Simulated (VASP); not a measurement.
# BaS in VASP: further runs

The runs below take BaS through single point, with PBE.

Program: VASP 6.6.1. These are calculated values, not measurements. Logs are shortened: lines on timing, memory, paths and dates and some standing lists are left out, and cuts for length are marked.

## (1) The cell of the first run

Symmetry: P-6m2, No. 187, hexagonal system. Conventional cell: a = 4.427 Å, b = 4.427 Å, c = 4.022 Å, α = 90.00°, β = 90.00°, γ = 120.00°. Ba (site symmetry -6m2) has 6 S at 3.25 Å and 8 Ba at 4.02 to 4.43 Å within 4.5 Å. Within 4.5 Å of S (site symmetry -6m2) lie 6 Ba at 3.25 Å and 8 S at 4.02 to 4.43 Å.

## (2) Single point, PBE (34.14 Å³/atom)

File INCAR:

```
SYSTEM = BaS
  PREC = Accurate
  ENCUT = 520
  EDIFF = 1E-6
  ISMEAR = 0
  SIGMA = 0.05
  LREAL = .False.
  LASPH = .True.
  NELM = 100
  ALGO = Normal
  ISIF = 2
  LWAVE = .False.
  LCHARG = .True.
  GGA = PE
  LELF = .True.
  LVHAR = .True.
  NBANDS = 15
```

File KPOINTS:

```
regular mesh
0
Gamma
  10 10 8
  0 0 0
```

File POSCAR:

```
BaS
1.0
    4.4272141120      0.0000000000      0.0000000000
   -2.2136070560      3.8340798890      0.0000000000
    0.0000000000      0.0000000000      4.0222740334
Ba S
1 1
Direct
    0.0000000000      0.0000000000      0.0000000000
    0.6666666667      0.3333333333      0.5000000000
```

Potentials or basis: VASP PAW PBE potentials, release 64 (Ba_sv, S).

On the command line:

```console
$ cat potpaw_PBE.64/Ba_sv/POTCAR potpaw_PBE.64/S/POTCAR > POTCAR
$ mpirun -np 1 vasp_std > vasp.out
```

OUTCAR:

```text
SYSTEM = BaS
   PREC = Accurate
   ENCUT = 520
   EDIFF = 1E-6
   ISMEAR = 0
   LREAL = .False.
   LASPH = .True.
   NELM = 100
   ISIF = 2
   GGA = PE

 ion  position               nearest neighbor table
   1  0.000  0.000  0.000-   2 3.25   2 3.25   2 3.25   2 3.25   2 3.25   2 3.25
   2  0.667  0.333  0.500-   1 3.25   1 3.25   1 3.25   1 3.25   1 3.25   1 3.25

  LATTYP: Found a hexagonal cell.
 ALAT       =     4.4272141120
 C/A-ratio  =     0.9085338842

  Lattice vectors:

 A1 = (   4.4272141120,   0.0000000000,   0.0000000000)
 A2 = (  -2.2136070560,   3.8340798890,   0.0000000000)
 A3 = (   0.0000000000,   0.0000000000,   4.0222740334)

Analysis of symmetry for initial positions (statically):
=====================================================================
 Subroutine PRICEL returns:
 Original cell was already a primitive cell.

 Routine SETGRP: Setting up the symmetry group for a
 hexagonal supercell.

 Subroutine GETGRP returns: Found 12 space group operations
 (whereof 12 operations were pure point group operations)
 out of a pool of 24 trial point group operations.

The static configuration has the point symmetry D_3h.

Analysis of symmetry for dynamics (positions and initial velocities):
=====================================================================
 Subroutine PRICEL returns:
 Original cell was already a primitive cell.

 Routine SETGRP: Setting up the symmetry group for a
 hexagonal supercell.

 Subroutine GETGRP returns: Found 12 space group operations
 (whereof 12 operations were pure point group operations)
 out of a pool of 24 trial point group operations.

The dynamic configuration has the point symmetry D_3h.

 Subroutine INISYM returns: Found 12 space group operations
 (whereof 12 operations are pure point group operations),
 and found     1 'primitive' translations

----------------------------------------------------------------------------------------

                                     Primitive cell

  volume of cell :      68.2753

  direct lattice vectors                    reciprocal lattice vectors
     4.427214112  0.000000000  0.000000000     0.225875680  0.130409385  0.000000000
    -2.213607056  3.834079889  0.000000000     0.000000000  0.260818770  0.000000000
     0.000000000  0.000000000  4.022274033     0.000000000  0.000000000  0.248615582

  length of vectors
     4.427214112  4.427214112  4.022274033     0.260818770  0.260818770  0.248615582

  position of ions in fractional coordinates (direct lattice)
     0.000000000  0.000000000  0.000000000
     0.666666667  0.333333333  0.500000000

  ion indices of the primitive-cell ions
   primitive index   ion index
                 1           1
                 2           2

----------------------------------------------------------------------------------------

 KPOINTS: regular mesh

Automatic generation of k-mesh.
 Grid dimensions read from file:
 generate k-points for:   10   10    8

 Generating k-lattice:

  Cartesian coordinates                     Fractional coordinates (reciprocal lattice)
     0.022587568  0.013040938  0.000000000     0.100000000  0.000000000  0.000000000
     0.000000000  0.026081877  0.000000000     0.000000000  0.100000000  0.000000000
     0.000000000  0.000000000  0.031076948     0.000000000  0.000000000  0.125000000

  Length of vectors
     0.026081877  0.026081877  0.031076948

  Shift w.r.t. Gamma in fractional coordinates (k-lattice)
     0.000000000  0.000000000  0.000000000

 Subroutine IBZKPT returns following result:
 ===========================================

 Found     70 irreducible k-points:

 Following reciprocal coordinates:
            Coordinates               Weight
  0.000000  0.000000  0.000000      1.000000
  0.100000  0.000000  0.000000      6.000000
  0.200000  0.000000  0.000000      6.000000
  0.300000  0.000000  0.000000      6.000000
  0.400000  0.000000  0.000000      6.000000
  0.500000  0.000000  0.000000      3.000000
[... 16 lines left out ...]
  0.300000  0.100000  0.125000     24.000000
  0.400000  0.100000  0.125000     24.000000
 [... further k-points ...]
   k-points           NKPTS =     70   k-points in BZ     NKDIM =     70   number of bands    NBANDS=     15
   number of dos      NEDOS =    301   number of ions     NIONS =      2
   total plane-waves  NPLWV =  38880
   dimension x,y,z NGX =    36 NGY =   36 NGZ =   30
   dimension x,y,z NGXF=    72 NGYF=   72 NGZF=   60
   ions per type =               1   1
   NGX,Y,Z   is equivalent  to a cutoff of  13.52, 13.52, 12.40 a.u.
   NGXF,Y,Z  is equivalent  to a cutoff of  27.04, 27.04, 24.80 a.u.
 SYSTEM =  BaS
   PREC   = accura    normal or accurate (medium, high low for compatibility)
   ISTART =      0    job   : 0-new  1-cont  2-samecut
   ICHARG =      2    charge: 1-file 2-atom 10-const
   ISPIN  =      1    spin polarized calculation?
   LNONCOLLINEAR =      F non collinear calculations
   LSORBIT =      F    spin-orbit coupling
   LASPH  =      T    aspherical Exc in radial PAW
   ENCUT  =  520.0 eV  38.22 Ry    6.18 a.u.   8.23  8.23  7.48*2*pi/ulx,y,z
   NELM   =    100;   NELMIN=  2; NELMDL= -5     # of ELM steps
   EDIFF  = 0.1E-05   stopping-criterion for ELM
   LREAL  =      F    real-space projection
   EDIFFG = 0.1E-04   stopping-criterion for IOM
   NSW    =      0    number of steps for IOM
   IBRION =     -1    ionic relax: 0-MD 1-quasi-New 2-CG
   NFREE  =      0    steps in history (QN), initial steepest desc. (CG)
   ISIF   =      2    stress and relaxation
   ISYM   =      2    0-nonsym 1-usesym 2-fastsym
   POTIM  = 0.5000    time-step for ionic-motion
   TEBEG  =    0.0;   TEEND  =   0.0 temperature during run
   PSTRESS=    0.0 pullay stress
   NELECT =      16.0000    total number of electrons
   NUPDOWN=      -1.0000    fix difference up-down
   EMIN   =  10.00;   EMAX   =-10.00  energy-range for DOS
   EFERMI =   0.00;   METHOD = LEGACY
   ISMEAR =     0;   SIGMA  =   0.05  broadening in eV -4-tet -1-fermi 0-gaus
   EFERMI_NEDOS =   21; number of points for ismear=-14 and -15
   IALGO  =     38    algorithm
   IMIX   =      4    mixing-type and parameters
     AMIX     =   0.40;   BMIX     =  1.00
     AMIX_MAG =   1.60;   BMIX_MAG =  1.00
  volume/ion in A,a.u.               =      34.14       230.37
  Fermi-wavevector in a.u.,A,eV,Ry     =   1.009316  1.907330 13.860503  1.018718
  Thomas-Fermi vector in A             =   2.142237
   LORBIT       =      0    0 simple, 1 ext, 2 COOP (PROOUT), +10 PAW based schemes
   GGA     = PE    functional components
   LHFCALC =     F    Hartree Fock is set to
   AEXX    =    0.0000 exact exchange contribution
   IVDW    =     0    specifies the selected vdW correction
   LEPSILON=     F    determine dielectric tensor
   LRPA    =     F    only Hartree local field effects (RPA)
 non-spin polarized calculation
 Gauss-broadening in eV      SIGMA  =   0.05
  energy-cutoff  :      520.00
  volume of cell :       68.28
 maximum number of plane-waves:      1857
 NGX is ok and might be reduce to    36
   NGX = 17   NGY = 17   NGZ = 15

 number of electron      15.9999998 magnetization

 Free energy of the ion-electron system (eV)
  ---------------------------------------------------
  ext. energy  EPLUGINS =         0.00000000
  ---------------------------------------------------
  free energy    TOTEN  =        -9.91177650 eV

  energy without entropy =       -9.91177650  energy(sigma->0) =       -9.91177650

 E-fermi :   1.8872     XC(G=0):  -8.4059

 val. band max:        1.6348774108   @ k =   0.0000   0.0000   0.0000
 cond. band min:       3.6508823806   @ k =   0.0000   0.0000   0.0000
 fundamental gap:      2.0160049698
 Fermi energy:         1.8872185662

 k-point     1 :       0.0000    0.0000    0.0000
  band No.  band energies     occupation
      1     -25.1720      2.00000
      2     -10.2341      2.00000
      3     -10.2341      2.00000
      4     -10.0872      2.00000
      5      -8.9894      2.00000
      6       0.8789      2.00000
      7       0.8789      2.00000
      8       1.6349      2.00000
      9       3.6509      0.00000
     10       4.5515      0.00000
     11       7.0508      0.00000
     12       7.0508      0.00000
     13       7.9277      0.00000
     14       7.9277      0.00000
     15      10.2938      0.00000

 k-point     2 :       0.1000    0.0000    0.0000
  band No.  band energies     occupation
      1     -25.1686      2.00000
      2     -10.3519      2.00000
      3     -10.2449      2.00000
      4     -10.0803      2.00000
      5      -8.8744      2.00000
      6       0.6974      2.00000
      7       0.9138      2.00000
      8       1.5721      2.00000
      9       3.7622      0.00000
     10       4.9005      0.00000
     11       6.7317      0.00000
     12       7.0989      0.00000
     13       7.8535      0.00000
     14       7.9792      0.00000
     15      10.4487      0.00000

 k-point     3 :       0.2000    0.0000    0.0000
  band No.  band energies     occupation
      1     -25.1597      2.00000
      2     -10.5966      2.00000
      3     -10.2730      2.00000
      4     -10.0623      2.00000
      5      -8.6375      2.00000
      6       0.3296      2.00000
      7       1.0016      2.00000
      8       1.4152      2.00000
      9       4.0095      0.00000
     10       5.7149      0.00000
     11       6.2246      0.00000
     12       7.2672      0.00000
     13       7.6752      0.00000
     14       8.0590      0.00000
     15      10.5366      0.00000
[... 343 lines left out ...]
 k-point    23 :       0.3000    0.1000    0.1250
  band No.  band energies     occupation
      1     -25.1353      2.00000
      2     -10.8845      2.00000
      3     -10.3410      2.00000
      4     -10.1485      2.00000
      5      -8.2997      2.00000
      6      -0.0274      2.00000
      7       0.8790      2.00000
      8       1.0762      2.00000
      9       4.4123      0.00000
     10       6.1519      0.00000
     11       6.8094      0.00000
     12       7.2032      0.00000
     13       8.2666      0.00000
     14       8.6895      0.00000
     15      10.6327      0.00000

 k-point    24 :       0.4000    0.1000    0.1250
  band No.  band energies     occupation
      1     -25.1292      2.00000
      2     -10.9764      2.00000
      3     -10.3665      2.00000
      4     -10.1257      2.00000
      5      -8.2347      2.00000
      6      -0.1493      2.00000
      7       0.9083      2.00000
      8       1.0090      2.00000
      9       4.3157      0.00000
     10       6.5012      0.00000
     11       6.9771      0.00000
     12       7.4071      0.00000
     13       8.1371      0.00000
     14       9.2425      0.00000
     15      10.4635      0.00000

 [... further k-points ...]

------------------------ aborting loop because EDIFF is reached ----------------------------------------

  FORCE on cell =-STRESS in cart. coord.  units (eV):
  Direction    XX          YY          ZZ          XY          YZ          ZX
  --------------------------------------------------------------------------------------
  -------------------------------------------------------------------------------------
  Total       -0.3768074     -0.3768074     -0.3640926      0.0000000     -0.0000000     -0.0000000
  in kB       -8.8423283     -8.8423283     -8.5439580      0.0000000     -0.0000000     -0.0000000
  external PRESSURE =      -8.7428716 kB  Pullay stress =       0.0000000 kB

 VOLUME and BASIS-vectors are now :
 -----------------------------------------------------------------------------
  energy-cutoff  :      520.00
  volume of cell :       68.28
      direct lattice vectors                 reciprocal lattice vectors
     4.427214112  0.000000000  0.000000000     0.225875680  0.130409385  0.000000000
    -2.213607056  3.834079889  0.000000000     0.000000000  0.260818770  0.000000000
     0.000000000  0.000000000  4.022274033     0.000000000  0.000000000  0.248615582

 POSITION                                       TOTAL-FORCE (eV/Angst)
 -----------------------------------------------------------------------------------
      0.00000      0.00000      0.00000        -0.000000      0.000000      0.000000
      2.21361      1.27803      2.01114         0.000000      0.000000      0.000000
 -----------------------------------------------------------------------------------
    total drift:                               -0.000000      0.000000     -0.000000

  FREE ENERGIE OF THE ION-ELECTRON SYSTEM (eV)
  ---------------------------------------------------
  free  energy   TOTEN  =        -9.9117764965 eV

  energy  without entropy=       -9.9117764965  energy(sigma->0) =       -9.91177650
```

It took 78 s on 1 thread of AMD EPYC 7R43 (Zen 3), shared host; peak memory 0.2 GiB.

Results:

```
Free energy            : -9.9118 eV
Pressure               : -0.9 GPa
Band gap on the k mesh : 2.02 eV
```

Levels at points of the mesh, in eV from the valence-band top:
| k point | band 6 | band 7 | band 8 | band 9 | band 10 | band 11 |
| --- | --- | --- | --- | --- | --- | --- |
| (0.00, 0.00, 0.00) | -0.76 | -0.76 | 0.00 | 2.02 | 2.92 | 5.42 |
| (0.50, 0.00, 0.00) | -1.91 | -0.59 | -0.43 | 2.22 | 5.15 | 5.65 |
| (0.00, 0.00, 0.50) | -2.30 | -0.61 | -0.61 | 3.84 | 3.84 | 4.72 |
| (0.50, 0.00, 0.50) | -1.58 | -1.19 | -1.18 | 3.53 | 4.77 | 6.63 |

Caveat: spin-orbit coupling is left out, which moves the levels of the heavy elements. A k mesh can miss the band edges.

[end of part 1 of 2]
